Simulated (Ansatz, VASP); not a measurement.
# One calculation of Se, two programs

The input INCAR:

```
  PREC = Accurate
  ENCUT = 520
  EDIFF = 1E-7
  ISMEAR = -1
  SIGMA = 0.05
  LREAL = False
  LASPH = True
  NELM = 100
  ALGO = Normal
  ISIF = 2
  LWAVE = False
  LCHARG = False
  GGA = PE
  NBANDS = 16
```

File KPOINTS:

```
Automatic mesh
0
Gamma
  7 7 6
```

The input POSCAR:

```
Se
1.0
    4.3259397904      0.0000000000      0.0000000000
   -2.1629698952      3.7463737537      0.0000000000
    0.0000000000      0.0000000000      4.9162312139
Se
3
Direct
    0.7830000000      0.7830000000      0.5000000000
    0.0000000000      0.2170000000      0.8333333333
    0.2170000000      0.0000000000      0.1666666667
```

Contents of input.yaml:

```yaml
crystal:
  lattice:
    - [4.3259397904, 0.0, 0.0]
    - [-2.1629698952, 3.7463737537, 0.0]
    - [0.0, 0.0, 4.9162312139]
  atoms:
    - { symbol: Se, position: [0.783, 0.783, 0.5] }
    - { symbol: Se, position: [0.0, 0.217, 0.8333333333] }
    - { symbol: Se, position: [0.217, 0.0, 0.1666666667] }
kpoints:
  mp_grid: { grid: [7, 7, 6] }
scf:
  occupations: { method: fermi_dirac, width: 0.05 }
hamiltonian:
  xc: pbe
  pseudopotentials: { kind: all_electron, lapw: { basis_error: 0.001 } }
output:
  forces: true
  stress: true
  eigenvalues: true
```

Change from the starting cell: volume scaled by 0.98.

Alike in both runs: task single point; functional PBE; k mesh 7 × 7 × 6; occupations fermi-dirac, width 0.05 eV; no spin polarisation.

```csv
,VASP,Ansatz
version,VASP 6.6.1,Ansatz 0.2.0
potentials or method,"VASP PAW PBE potentials, release 64 (Se), cutoff 520 eV","all-electron LAPW, scalar-relativistic"
```

|  | VASP | Ansatz | Ansatz less VASP |
| --- | --- | --- | --- |
| gap on the k mesh at the Fermi level (eV) | 1.18 | 1.20 | +0.026 |
| least direct gap on the mesh (eV) | 1.40 | 1.43 | +0.028 |
| pressure (GPa) | 7.2 | 7.0 | -0.21 |
| traceless stress, the component that is largest in VASP (GPa) | 2.54 | 2.45 | -0.093 |
| rms of the force components (eV/Å) | 0.836 | 0.804 | -0.0322 |

Atom by atom the forces differ by 0.032 eV/Å (rms over components). Ansatz ran all-electron here, and VASP with PAW potentials.
